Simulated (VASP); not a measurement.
# CoSi (P1) in VASP: single point with PBE

Aim: the single point of CoSi with PBE.

Everything below comes from runs of VASP 6.6.1. Logs are shortened: lines on timing, memory, paths and dates and some standing lists are left out, and cuts for length are marked.

### Step 1. The cell of the first run

The typed cell holds 8 atoms: a = 4.431 Å, b = 4.431 Å, c = 4.431 Å, α = 90.00°, β = 90.00°, γ = 90.00°.

### Step 2. Single point, PBE (atom 1 (Co) moved -0.100 Å towards its neighbour atom 2 (Co) at 2.725 Å)

The input, INCAR:

```
SYSTEM = CoSi
  PREC = Accurate
  ENCUT = 520
  EDIFF = 1E-6
  ISMEAR = 0
  SIGMA = 0.15
  LREAL = .FALSE.
  LASPH = .TRUE.
  NELM = 60
  ALGO = Fast
  ISIF = 2
  LWAVE = .FALSE.
  LCHARG = .FALSE.
  GGA = PE
  NBANDS = 36
```

The input, KPOINTS:

```
Automatic mesh
0
G
  10 10 10
  0 0 0
```

The input, POSCAR:

```
CoSi
1.0
    4.4308490603      0.0000000000      0.0000000000
    0.0000000000      4.4308490603      0.0000000000
    0.0000000000      0.0000000000      4.4308490603
Co Si
4 4
Direct
    0.1373136059      0.1556628767      0.1633681824
    0.3549810884      0.8549810884      0.6450189116
    0.6450189116      0.3549810884      0.8549810884
    0.8549810884      0.6450189116      0.3549810884
    0.8431597103      0.8431597103      0.8431597103
    0.6568402897      0.1568402897      0.3431597103
    0.3431597103      0.6568402897      0.1568402897
    0.1568402897      0.3431597103      0.6568402897
```

Potentials or basis: VASP PAW PBE potentials, release 64 (Co, Si).

Run with:

```sh
cat potpaw_PBE.64/Co/POTCAR potpaw_PBE.64/Si/POTCAR > POTCAR
mpirun -np 1 vasp_std > vasp.out
```

OUTCAR:

```text
SYSTEM = CoSi
   PREC = Accurate
   ENCUT = 520
   EDIFF = 1E-6
   ISMEAR = 0
   LREAL = .FALSE.
   LASPH = .TRUE.
   NELM = 60
   ISIF = 2
   GGA = PE

 ion  position               nearest neighbor table
   1  0.137  0.156  0.163-   6 2.27   8 2.34   5 2.37   7 2.39   8 2.39   7 2.40   6 2.44   4 2.64
                             2 2.69   4 2.72   3 2.72   3 2.78   2 2.82
   2  0.355  0.855  0.645-   6 2.32   7 2.34   5 2.34   8 2.34   7 2.43   8 2.43   5 2.43   1 2.69
                             3 2.72   3 2.72   4 2.72   4 2.72   1 2.82
   3  0.645  0.355  0.855-   7 2.32   6 2.34   5 2.34   8 2.34   8 2.43   6 2.43   5 2.43   1 2.72
                             4 2.72   2 2.72   2 2.72   4 2.72   1 2.78
   4  0.855  0.645  0.355-   8 2.32   5 2.34   7 2.34   6 2.34   6 2.43   5 2.43   7 2.43   1 2.64
                             1 2.72   3 2.72   2 2.72   2 2.72   3 2.72
   5  0.843  0.843  0.843-   4 2.34   3 2.34   2 2.34   1 2.37   3 2.43   4 2.43   2 2.43   6 2.74
                             7 2.74   8 2.74   6 2.74   8 2.74   7 2.74
   6  0.657  0.157  0.343-   1 2.27   2 2.32   3 2.34   4 2.34   3 2.43   4 2.43   1 2.44   8 2.74
                             5 2.74   5 2.74   7 2.74   7 2.74   8 2.74
   7  0.343  0.657  0.157-   3 2.32   2 2.34   4 2.34   1 2.39   1 2.40   2 2.43   4 2.43   8 2.74
                             5 2.74   8 2.74   6 2.74   6 2.74   5 2.74
   8  0.157  0.343  0.657-   4 2.32   3 2.34   2 2.34   1 2.34   1 2.39   2 2.43   3 2.43   6 2.74
                             7 2.74   7 2.74   5 2.74   5 2.74   6 2.74

  LATTYP: Found a simple cubic cell.
 ALAT       =     4.4308490603

  Lattice vectors:

 A1 = (   4.4308490603,   0.0000000000,   0.0000000000)
 A2 = (   0.0000000000,   4.4308490603,   0.0000000000)
 A3 = (   0.0000000000,   0.0000000000,   4.4308490603)

Analysis of symmetry for initial positions (statically):
=====================================================================
 Subroutine PRICEL returns:
 Original cell was already a primitive cell.

 Routine SETGRP: Setting up the symmetry group for a
 simple cubic supercell.

 Subroutine GETGRP returns: Found  1 space group operations
 (whereof  1 operations were pure point group operations)
 out of a pool of 48 trial point group operations.

The static configuration has the point symmetry C_1 .

Analysis of symmetry for dynamics (positions and initial velocities):
=====================================================================
 Subroutine PRICEL returns:
 Original cell was already a primitive cell.

 Routine SETGRP: Setting up the symmetry group for a
 simple cubic supercell.

 Subroutine GETGRP returns: Found  1 space group operations
 (whereof  1 operations were pure point group operations)
 out of a pool of 48 trial point group operations.

The dynamic configuration has the point symmetry C_1 .

 Subroutine INISYM returns: Found  1 space group operations
 (whereof  1 operations are pure point group operations),
 and found     1 'primitive' translations

----------------------------------------------------------------------------------------

                                     Primitive cell

  volume of cell :      86.9883

  direct lattice vectors                    reciprocal lattice vectors
     4.430849060  0.000000000  0.000000000     0.225690378  0.000000000  0.000000000
     0.000000000  4.430849060  0.000000000     0.000000000  0.225690378  0.000000000
     0.000000000  0.000000000  4.430849060     0.000000000  0.000000000  0.225690378

  length of vectors
     4.430849060  4.430849060  4.430849060     0.225690378  0.225690378  0.225690378

  position of ions in fractional coordinates (direct lattice)
     0.137313606  0.155662877  0.163368182
     0.354981088  0.854981088  0.645018912
     0.645018912  0.354981088  0.854981088
     0.854981088  0.645018912  0.354981088
     0.843159710  0.843159710  0.843159710
     0.656840290  0.156840290  0.343159710
     0.343159710  0.656840290  0.156840290
     0.156840290  0.343159710  0.656840290

  ion indices of the primitive-cell ions
   primitive index   ion index
                 1           1
                 2           2
                 3           3
                 4           4
                 5           5
                 6           6
                 7           7
                 8           8

----------------------------------------------------------------------------------------

 KPOINTS: Automatic mesh

Automatic generation of k-mesh.
 Grid dimensions read from file:
 generate k-points for:   10   10   10

 Generating k-lattice:

  Cartesian coordinates                     Fractional coordinates (reciprocal lattice)
     0.022569038  0.000000000  0.000000000     0.100000000  0.000000000  0.000000000
     0.000000000  0.022569038  0.000000000     0.000000000  0.100000000  0.000000000
     0.000000000  0.000000000  0.022569038     0.000000000  0.000000000  0.100000000

  Length of vectors
     0.022569038  0.022569038  0.022569038

  Shift w.r.t. Gamma in fractional coordinates (k-lattice)
     0.000000000  0.000000000  0.000000000

 Subroutine IBZKPT returns following result:
 ===========================================

 Found    504 irreducible k-points:

 Following reciprocal coordinates:
            Coordinates               Weight
  0.000000  0.000000  0.000000      1.000000
  0.100000  0.000000  0.000000      2.000000
  0.000000  0.100000  0.000000      2.000000
  0.000000  0.000000  0.100000      2.000000
  0.200000  0.000000  0.000000      2.000000
  0.000000  0.200000  0.000000      2.000000
[... 16 lines left out ...]
  0.200000  0.100000  0.000000      2.000000
  0.000000  0.200000  0.100000      2.000000
 [... further k-points ...]
   k-points           NKPTS =    504   k-points in BZ     NKDIM =    504   number of bands    NBANDS=     36
   number of dos      NEDOS =    301   number of ions     NIONS =      8
   total plane-waves  NPLWV =  46656
   dimension x,y,z NGX =    36 NGY =   36 NGZ =   36
   dimension x,y,z NGXF=    72 NGYF=   72 NGZF=   72
   ions per type =               4   4
   NGX,Y,Z   is equivalent  to a cutoff of  13.51, 13.51, 13.51 a.u.
   NGXF,Y,Z  is equivalent  to a cutoff of  27.01, 27.01, 27.01 a.u.
 SYSTEM =  CoSi
   PREC   = accura    normal or accurate (medium, high low for compatibility)
   ISTART =      0    job   : 0-new  1-cont  2-samecut
   ICHARG =      2    charge: 1-file 2-atom 10-const
   ISPIN  =      1    spin polarized calculation?
   LNONCOLLINEAR =      F non collinear calculations
   LSORBIT =      F    spin-orbit coupling
   LASPH  =      T    aspherical Exc in radial PAW
   ENCUT  =  520.0 eV  38.22 Ry    6.18 a.u.   8.24  8.24  8.24*2*pi/ulx,y,z
   NELM   =     60;   NELMIN=  2; NELMDL= -5     # of ELM steps
   EDIFF  = 0.1E-05   stopping-criterion for ELM
   LREAL  =      F    real-space projection
   EDIFFG = 0.1E-04   stopping-criterion for IOM
   NSW    =      0    number of steps for IOM
   IBRION =     -1    ionic relax: 0-MD 1-quasi-New 2-CG
   NFREE  =      0    steps in history (QN), initial steepest desc. (CG)
   ISIF   =      2    stress and relaxation
   ISYM   =      2    0-nonsym 1-usesym 2-fastsym
   POTIM  = 0.5000    time-step for ionic-motion
   TEBEG  =    0.0;   TEEND  =   0.0 temperature during run
   PSTRESS=    0.0 pullay stress
   NELECT =      52.0000    total number of electrons
   NUPDOWN=      -1.0000    fix difference up-down
   EMIN   =  10.00;   EMAX   =-10.00  energy-range for DOS
   EFERMI =   0.00;   METHOD = LEGACY
   ISMEAR =     0;   SIGMA  =   0.15  broadening in eV -4-tet -1-fermi 0-gaus
   EFERMI_NEDOS =   21; number of points for ismear=-14 and -15
   IALGO  =     68    algorithm
   IMIX   =      4    mixing-type and parameters
     AMIX     =   0.40;   BMIX     =  1.00
     AMIX_MAG =   1.60;   BMIX_MAG =  1.00
  volume/ion in A,a.u.               =      10.87        73.38
  Fermi-wavevector in a.u.,A,eV,Ry     =   1.379079  2.606080 25.876343  1.901858
  Thomas-Fermi vector in A             =   2.504081
   LORBIT       =      0    0 simple, 1 ext, 2 COOP (PROOUT), +10 PAW based schemes
   GGA     = PE    functional components
   LHFCALC =     F    Hartree Fock is set to
   AEXX    =    0.0000 exact exchange contribution
   IVDW    =     0    specifies the selected vdW correction
   LEPSILON=     F    determine dielectric tensor
   LRPA    =     F    only Hartree local field effects (RPA)
 non-spin polarized calculation
 RMM-DIIS sequential band-by-band and
 Gauss-broadening in eV      SIGMA  =   0.15
  energy-cutoff  :      520.00
  volume of cell :       86.99
 maximum number of plane-waves:      2367
 NGX is ok and might be reduce to    36
   NGX = 17   NGY = 17   NGZ = 17

 number of electron      52.0000003 magnetization

 Free energy of the ion-electron system (eV)
  ---------------------------------------------------
  ext. energy  EPLUGINS =         0.00000000
  ---------------------------------------------------
  free energy    TOTEN  =       -54.69492161 eV

  energy without entropy =      -54.67717980  energy(sigma->0) =      -54.68605070

 E-fermi :  12.1375     XC(G=0): -12.8666

 val. band max:       12.1332523579   @ k =   0.4000   0.4000   0.4000
 cond. band min:      12.1421242816   @ k =   0.4000   0.5000   0.4000
 fundamental gap:      0.0088719237
 Fermi energy:        12.1375413392

 k-point     1 :       0.0000    0.0000    0.0000
  band No.  band energies     occupation
      1      -1.5646      2.00000
      2       3.9144      2.00000
      3       3.9281      2.00000
      4       3.9349      2.00000
      5       6.6053      2.00000
      6       6.6236      2.00000
[... 28 lines left out ...]
     35      15.7320      0.00000
     36      16.9311      0.00000

 k-point     2 :       0.1000    0.0000    0.0000
  band No.  band energies     occupation
      1      -1.4900      2.00000
      2       3.3120      2.00000
      3       3.9750      2.00000
      4       4.3927      2.00000
      5       6.2605      2.00000
      6       6.6682      2.00000
[... 28 lines left out ...]
     35      15.9512      0.00000
     36      17.2412      0.00000

 k-point     3 :       0.0000    0.1000    0.0000
  band No.  band energies     occupation
      1      -1.4901      2.00000
      2       3.3122      2.00000
      3       3.9680      2.00000
      4       4.3972      2.00000
      5       6.2696      2.00000
      6       6.6557      2.00000
[... 28 lines left out ...]
     35      15.9340      0.00000
     36      17.2363      0.00000

 k-point     4 :       0.0000    0.0000    0.1000
  band No.  band energies     occupation
      1      -1.4900      2.00000
      2       3.3107      2.00000
      3       3.9779      2.00000
      4       4.3910      2.00000
      5       6.2478      2.00000
      6       6.6834      2.00000
[... 28 lines left out ...]
     35      15.9765      0.00000
     36      17.2123      0.00000

 k-point     5 :       0.2000    0.0000    0.0000
  band No.  band energies     occupation
      1      -1.2677      2.00000
      2       2.5596      2.00000
      3       4.1168      2.00000
      4       4.7761      2.00000
      5       6.0594      2.00000
      6       6.7820      2.00000
[... 655 lines left out ...]
 k-point    22 :       0.0000   -0.1000    0.1000
  band No.  band energies     occupation
      1      -1.4158      2.00000
      2       3.1601      2.00000
      3       3.7794      2.00000
      4       4.6284      2.00000
      5       6.1397      2.00000
      6       6.7896      2.00000
[... 28 lines left out ...]
     35      16.3321      0.00000
     36      17.3477      0.00000

 k-point    23 :       0.2000    0.1000    0.0000
  band No.  band energies     occupation
      1      -1.1941      2.00000
      2       2.5682      2.00000
      3       3.8163      2.00000
      4       4.9286      2.00000
      5       6.0332      2.00000
      6       6.7942      2.00000
[... 28 lines left out ...]
     35      16.7693      0.00000
     36      17.3651      0.00000

 k-point    24 :       0.0000    0.2000    0.1000
  band No.  band energies     occupation
      1      -1.1943      2.00000
      2       2.5670      2.00000
      3       3.8187      2.00000
      4       4.9128      2.00000
      5       6.0405      2.00000
      6       6.7851      2.00000
[... 28 lines left out ...]
     35      16.7350      0.00000
     36      17.3247      0.00000

 [... further k-points ...]
[... 5 lines left out ...]
  --------------------------------------------------------------------------------------
  -------------------------------------------------------------------------------------
  Total        0.1073253      0.0465219     -0.0328369     -0.0161411      0.2613282     -0.2706434
  in kB        1.9767505      0.8568538     -0.6048000     -0.2972914      4.8132239     -4.9847935
  external PRESSURE =       0.7429348 kB  Pullay stress =       0.0000000 kB

 VOLUME and BASIS-vectors are now :
 -----------------------------------------------------------------------------
  energy-cutoff  :      520.00
  volume of cell :       86.99
      direct lattice vectors                 reciprocal lattice vectors
     4.430849060  0.000000000  0.000000000     0.225690378  0.000000000  0.000000000
     0.000000000  4.430849060  0.000000000     0.000000000  0.225690378  0.000000000
     0.000000000  0.000000000  4.430849060     0.000000000  0.000000000  0.225690378

 POSITION                                       TOTAL-FORCE (eV/Angst)
 -----------------------------------------------------------------------------------
      0.60842      0.68972      0.72386         0.494968     -0.558558     -0.985289
      1.57287      3.78829      2.85798        -0.073213      0.040311      0.163924
      2.85798      1.57287      3.78829        -0.039525     -0.018759      0.071667
      3.78829      2.85798      1.57287        -0.124547      0.181910      0.046366
      3.73591      3.73591      3.73591         0.132106      0.120440      0.125223
      2.91036      0.69494      1.52049        -0.263479      0.035652      0.168226
      1.52049      2.91036      0.69494        -0.102845      0.169596      0.052376
      0.69494      1.52049      2.91036        -0.023464      0.029407      0.357508
 -----------------------------------------------------------------------------------
    total drift:                               -0.000032      0.000048     -0.000007

  FREE ENERGIE OF THE ION-ELECTRON SYSTEM (eV)
  ---------------------------------------------------
  free  energy   TOTEN  =       -54.6949216068 eV

  energy  without entropy=      -54.6771798015  energy(sigma->0) =      -54.68605070
```

Wall time 79 min (1 thread of Oxide Virtual Turin-like, shared host); peak memory 1.1 GiB.

Results:

```yaml
Free_energy: -54.6949 eV
Pressure: 0.1 GPa
Largest_force: 1.236 eV/Å
Band_gap_on_the_k_mesh: zero (bands 26 and 27 overlap by 0.21 eV)
```

Forces on the atoms (eV/Å):
```
Co   0.495 -0.559 -0.985
Co  -0.073  0.040  0.164
Co  -0.040 -0.019  0.072
Co  -0.125  0.182  0.046
Si   0.132  0.120  0.125
Si  -0.263  0.036  0.168
Si  -0.103  0.170  0.052
Si  -0.023  0.029  0.358
```

Stress tensor (GPa, compression positive):
```
 0.20 -0.03 -0.50
-0.03  0.09  0.48
-0.50  0.48 -0.06
```

Caveat: the cell differs from its parent crystal (atom 1 (Co) moved -0.100 Å towards its neighbour atom 2 (Co) at 2.725 Å); forces of over 1 eV/Å act on the atoms, so gaps and moduli don't describe the material at rest.
